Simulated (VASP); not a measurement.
# Si2Ge (P6_3/mmc) in VASP: single point with PBE

Aim: the single point of Si2Ge with PBE.

Program: VASP 6.6.1. These are calculated values, not measurements. Logs are shortened: lines on timing, memory, paths and dates and some standing lists are left out, and cuts for length are marked.

### Step 1. The cell of the first run

Symmetry: P6_3/mmc, No. 194, hexagonal system. Conventional cell: a = 4.666 Å, b = 4.666 Å, c = 5.243 Å, α = 90.00°, β = 90.00°, γ = 120.00°. Within 3.5 Å of Si (site symmetry -3m) lie 8 Si at 2.62 to 3.00 Å and 6 Ge at 3.00 Å. Si (site symmetry -6m2) has 5 Ge at 2.62 to 2.69 Å and 6 Si at 3.00 Å within 3.5 Å. Ge (site symmetry -6m2) has 11 Si at 2.62 to 3.00 Å within 3.5 Å.

### Step 2. Single point, PBE

File INCAR:

```
SYSTEM = Si2Ge
PREC = Accurate
ENCUT = 500
EDIFF = 1E-6
ISMEAR = 0
SIGMA = 0.2
LREAL = .False.
LASPH = .True.
NELM = 120
ALGO = Normal
ISIF = 2
LWAVE = .False.
LCHARG = .False.
GGA = PE
NBANDS = 31
GGA_COMPAT = .False.
```

File KPOINTS:

```
regular mesh
0
Gamma
  4 4 3
  0 0 0
```

File POSCAR:

```
Si2Ge
1.0
    4.6661169588     -0.0000000031      0.0000000000
   -2.3330584767      4.0409758250      0.0000000000
    0.0000000000      0.0000000000      5.2427727772
Si Ge
4 2
Direct
    0.0000000000      0.0000000000      0.5000000000
    0.0000000000      0.0000000000      0.0000000000
    0.6666666667      0.3333333333      0.2500000000
    0.3333333333      0.6666666667      0.7500000000
    0.6666666667      0.3333333333      0.7500000000
    0.3333333333      0.6666666667      0.2500000000
```

Potentials or basis: VASP PAW PBE potentials, release 64 (Si, Ge_d).

Started as:

```bash
cat potpaw_PBE.64/Si/POTCAR potpaw_PBE.64/Ge_d/POTCAR > POTCAR
mpirun -np 1 vasp_std > vasp.out
```

OUTCAR:

```text
SYSTEM = Si2Ge
   PREC = Accurate
   ENCUT = 500
   EDIFF = 1E-6
   ISMEAR = 0
   LREAL = .False.
   LASPH = .True.
   NELM = 120
   ISIF = 2
   GGA = PE

 ion  position               nearest neighbor table
   1  0.000  0.000  0.500-   2 2.62   2 2.62   4 3.00   5 3.00   6 3.00   3 3.00   3 3.00   5 3.00
                             4 3.00   6 3.00   3 3.00   5 3.00   4 3.00   6 3.00
   2  0.000  0.000  0.000-   1 2.62   1 2.62   4 3.00   5 3.00   6 3.00   3 3.00   3 3.00   5 3.00
                             4 3.00   6 3.00   3 3.00   5 3.00   4 3.00   6 3.00
   3  0.667  0.333  0.250-   5 2.62   5 2.62   6 2.69   6 2.69   6 2.69   1 3.00   2 3.00   1 3.00
                             2 3.00   1 3.00   2 3.00
   4  0.333  0.667  0.750-   6 2.62   6 2.62   5 2.69   5 2.69   5 2.69   1 3.00   2 3.00   2 3.00
                             1 3.00   2 3.00   1 3.00
   5  0.667  0.333  0.750-   3 2.62   3 2.62   4 2.69   4 2.69   4 2.69   1 3.00   2 3.00   1 3.00
                             2 3.00   1 3.00   2 3.00
   6  0.333  0.667  0.250-   4 2.62   4 2.62   3 2.69   3 2.69   3 2.69   1 3.00   2 3.00   2 3.00
                             1 3.00   2 3.00   1 3.00

  LATTYP: Found a hexagonal cell.
 ALAT       =     4.6661169588
 C/A-ratio  =     1.1235836614

  Lattice vectors:

 A1 = (   4.6661169588,  -0.0000000031,   0.0000000000)
 A2 = (  -2.3330584767,   4.0409758250,   0.0000000000)
 A3 = (   0.0000000000,   0.0000000000,   5.2427727772)

Analysis of symmetry for initial positions (statically):
=====================================================================
 Subroutine PRICEL returns:
 Original cell was already a primitive cell.

 Routine SETGRP: Setting up the symmetry group for a
 hexagonal supercell.

 Subroutine GETGRP returns: Found 24 space group operations
 (whereof 12 operations were pure point group operations)
 out of a pool of 24 trial point group operations.

The static configuration has the point symmetry D_3d.
 The point group associated with its full space group is D_6h.

Analysis of symmetry for dynamics (positions and initial velocities):
=====================================================================
 Subroutine PRICEL returns:
 Original cell was already a primitive cell.

 Routine SETGRP: Setting up the symmetry group for a
 hexagonal supercell.

 Subroutine GETGRP returns: Found 24 space group operations
 (whereof 12 operations were pure point group operations)
 out of a pool of 24 trial point group operations.

The dynamic configuration has the point symmetry D_3d.
 The point group associated with its full space group is D_6h.
[... 87 lines left out ...]
   LASPH  =      T    aspherical Exc in radial PAW
   ENCUT  =  500.0 eV  36.75 Ry    6.06 a.u.   8.51  8.51  9.56*2*pi/ulx,y,z
   NELM   =    120;   NELMIN=  2; NELMDL= -5     # of ELM steps
   EDIFF  = 0.1E-05   stopping-criterion for ELM
   LREAL  =      F    real-space projection
[... 7 lines left out ...]
   TEBEG  =    0.0;   TEEND  =   0.0 temperature during run
   PSTRESS=    0.0 pullay stress
   NELECT =      44.0000    total number of electrons
   NUPDOWN=      -1.0000    fix difference up-down
   EMIN   =  10.00;   EMAX   =-10.00  energy-range for DOS
   EFERMI =   0.00;   METHOD = LEGACY
   ISMEAR =     0;   SIGMA  =   0.20  broadening in eV -4-tet -1-fermi 0-gaus
   EFERMI_NEDOS =   21; number of points for ismear=-14 and -15
   IALGO  =     38    algorithm
   IMIX   =      4    mixing-type and parameters
     AMIX     =   0.40;   BMIX     =  1.00
     AMIX_MAG =   1.60;   BMIX_MAG =  1.00
  volume/ion in A,a.u.               =      16.48       111.19
  Fermi-wavevector in a.u.,A,eV,Ry     =   1.249946  2.362056 21.257283  1.562366
  Thomas-Fermi vector in A             =   2.383964
   LORBIT       =      0    0 simple, 1 ext, 2 COOP (PROOUT), +10 PAW based schemes
   GGA     = PE    functional components
   LHFCALC =     F    Hartree Fock is set to
   AEXX    =    0.0000 exact exchange contribution
   IVDW    =     0    specifies the selected vdW correction
   LEPSILON=     F    determine dielectric tensor
   LRPA    =     F    only Hartree local field effects (RPA)
 non-spin polarized calculation
 Gauss-broadening in eV      SIGMA  =   0.20
  energy-cutoff  :      500.00
  volume of cell :       98.86
 maximum number of plane-waves:      2533
 NGX is ok and might be reduce to    36
   NGX = 17   NGY = 17   NGZ = 19

 number of electron      44.0000006 magnetization

 Free energy of the ion-electron system (eV)
  ---------------------------------------------------
  ext. energy  EPLUGINS =         0.00000000
  ---------------------------------------------------
  free energy    TOTEN  =       -27.80862545 eV

  energy without entropy =      -27.74635735  energy(sigma->0) =      -27.77749140

 E-fermi :   8.2257     XC(G=0): -11.1054

 val. band max:        8.1499971785   @ k =   0.2500   0.2500   0.3333
 cond. band min:       8.2996174848   @ k =   0.5000   0.0000   0.0000
 fundamental gap:      0.1496203063
 Fermi energy:         8.2256582404

 k-point     1 :       0.0000    0.0000    0.0000
  band No.  band energies     occupation
      1     -16.2035      2.00000
      2     -16.2035      2.00000
      3     -16.2030      2.00000
      4     -16.2030      2.00000
      5     -16.1967      2.00000
      6     -16.1857      2.00000
[... 261 lines left out ...]
     30      13.6012      0.00000
     31      13.6368      0.00000

------------------------ aborting loop because EDIFF is reached ----------------------------------------

  FORCE on cell =-STRESS in cart. coord.  units (eV):
  Direction    XX          YY          ZZ          XY          YZ          ZX
  --------------------------------------------------------------------------------------
  -------------------------------------------------------------------------------------
  Total       -0.2110964     -0.2110964     -0.0931913     -0.0000000      0.0000000     -0.0000000
  in kB       -3.4212793     -3.4212793     -1.5103697     -0.0000000      0.0000000     -0.0000000
  external PRESSURE =      -2.7843094 kB  Pullay stress =       0.0000000 kB

 VOLUME and BASIS-vectors are now :
 -----------------------------------------------------------------------------
  energy-cutoff  :      500.00
  volume of cell :       98.86
      direct lattice vectors                 reciprocal lattice vectors
     4.666116959 -0.000000003  0.000000000     0.214310959  0.123732490  0.000000000
    -2.333058477  4.040975825  0.000000000     0.000000000  0.247464980  0.000000000
     0.000000000  0.000000000  5.242772777     0.000000000  0.000000000  0.190738764

 POSITION                                       TOTAL-FORCE (eV/Angst)
 -----------------------------------------------------------------------------------
      0.00000      0.00000      2.62139         0.000000     -0.000000      0.000000
      0.00000      0.00000      0.00000        -0.000000     -0.000000      0.000000
      2.33306      1.34699      1.31069         0.000000      0.000000      0.000000
      0.00000      2.69398      3.93208        -0.000000     -0.000000      0.000000
      2.33306      1.34699      3.93208        -0.000000      0.000000      0.000000
      0.00000      2.69398      1.31069         0.000000     -0.000000      0.000000
 -----------------------------------------------------------------------------------
    total drift:                               -0.000000      0.000000     -0.000000

  FREE ENERGIE OF THE ION-ELECTRON SYSTEM (eV)
  ---------------------------------------------------
  free  energy   TOTEN  =       -27.8086254530 eV

  energy  without entropy=      -27.7463573478  energy(sigma->0) =      -27.77749140
```

OSZICAR:

```text
N       E                     dE             d eps       ncg     rms          rms(c)
DAV:   1     0.329341761599E+03    0.32934E+03   -0.19851E+04   631   0.276E+03
DAV:   2     0.256630220996E+02   -0.30368E+03   -0.28967E+03   496   0.706E+02
DAV:   3    -0.257450760432E+02   -0.51408E+02   -0.50147E+02   596   0.149E+02
DAV:   4    -0.278841304253E+02   -0.21391E+01   -0.21293E+01   595   0.324E+01
DAV:   5    -0.279366367200E+02   -0.52506E-01   -0.52492E-01   597   0.601E+00    0.485E+00
DAV:   6    -0.278463537745E+02    0.90283E-01   -0.10174E-01   683   0.249E+00    0.268E+00
DAV:   7    -0.278099793103E+02    0.36374E-01   -0.53995E-02   646   0.186E+00    0.314E-01
DAV:   8    -0.278086939062E+02    0.12854E-02   -0.36313E-03   658   0.550E-01    0.156E-01
DAV:   9    -0.278086261298E+02    0.67776E-04   -0.44269E-04   653   0.199E-01    0.543E-02
DAV:  10    -0.278086245014E+02    0.16285E-05   -0.35114E-05   715   0.700E-02    0.180E-02
DAV:  11    -0.278086261878E+02   -0.16864E-05   -0.47439E-06   502   0.111E-02    0.536E-03
DAV:  12    -0.278086254530E+02    0.73481E-06   -0.27050E-07   360   0.449E-03
   1 F= -.27808625E+02 E0= -.27777491E+02  d E =-.622681E-01
```

stdout:

```text
POSCAR found type information on POSCAR SiGe
 POSCAR found :  2 types and       6 ions
 scaLAPACK will be used
 LDA part: xc-table for (Slater+PW92), standard interpolation
 POSCAR, INCAR and KPOINTS ok, starting setup
 FFT: planning ... GRIDC
 FFT: planning ... GRID_SOFT
 FFT: planning ... GRID
 WAVECAR not read
 entering main loop
```

Run time: 26 s. Hardware: 1 thread of Intel Xeon 6975P-C, shared host; peak memory 0.21 GiB.

Results:

```
Free energy            : -27.8086 eV
Pressure               : -0.3 GPa
Band gap on the k mesh : zero (band 22 reaches 9.96 eV, above the bottom of band 23 at 6.58 eV)
```

Caveat: the k points lie up to 0.40 Å⁻¹ apart.
